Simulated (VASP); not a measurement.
Cd: relaxation of cell and atoms with LDA

Cd:

```
Cd
1.0
     2.97887    0.00000    0.00000
    -1.48944    2.57978    0.00000
     0.00000    0.00000    5.61765
Cd
2
Direct
  0.33333 0.66667 0.25000
  0.66667 0.33333 0.75000
```

```
Program                : VASP 6.6.1
Task                   : relaxation of cell and atoms
Functional             : LDA
Potentials or basis    : VASP PAW LDA potentials, release 64 (Cd)
Cutoff                 : 600 eV
k mesh                 : 17 × 17 × 8
Occupations            : methfessel-paxton, width 0.05 eV
Spin                   : no spin polarisation
Dipole correction      : no
Further INCAR settings : ALGO = Normal; EDIFF = 1e-06; IBRION = 2; EDIFFG = -0.01; NSW = 80; ISIF = 3
```

| Property | Result |
| --- | --- |
| Relaxed volume | 20.16 Å³/atom |
| Relaxed cell | a = 2.920 Å, b = 2.920 Å, c = 5.461 Å, α = 90.00°, β = 90.00°, γ = 120.00° |
| Space group after relaxing (to 0.1 Å) | P6_3/mmc (No. 194) |
| Energy gained by relaxing | 18.7 meV/atom |
| Ionic steps | 5 |
| Pressure after relaxing | 0.0 GPa |
| Band gap on the k mesh | zero (bands 12 and 13 overlap by 4.30 eV) |

Step by step:
```csv
step,energy change (eV),largest force (eV/Å),pressure (GPa),volume (Å³)
1,0.0000,0.0000,-3.97,43.17
2,-0.0338,0.0000,1.14,39.91
3,-0.0361,0.0000,-0.06,40.52
4,-0.0371,0.0000,-0.01,40.43
5,-0.0374,0.0000,0.04,40.33
```

Final structure:
```cif
data_structure
_symmetry_space_group_name_H-M 'P 1'
_symmetry_Int_Tables_number 1
_cell_length_a 2.9202
_cell_length_b 2.9202
_cell_length_c 5.4608
_cell_angle_alpha 90.000
_cell_angle_beta 90.000
_cell_angle_gamma 120.000
_cell_volume 40.33
loop_
_atom_site_label
_atom_site_type_symbol
_atom_site_fract_x
_atom_site_fract_y
_atom_site_fract_z
_atom_site_occupancy
Cd1 Cd 0.33333 0.66667 0.25000 1
Cd2 Cd 0.66667 0.33333 0.75000 1
```

Levels at points of the mesh, in eV from the Fermi level:
```csv
k point,band 9,band 10,band 11,band 12,band 13,band 14,band 15,band 16
"(0.00, 0.00, 0.00)",-8.81,-8.50,-8.50,-3.35,-2.94,11.13,14.74,15.35
"(0.00, 0.00, 0.50)",-8.64,-8.64,-7.78,-7.78,4.02,4.02,15.07,15.07
```

Wall time 7.9 min on 1 thread of Oxide Virtual Turin-like Processor, on a shared host, peak memory 0.21 GiB.

LDA usually gives volumes a few per cent too small. Zero-point motion and thermal expansion aren't in these numbers.
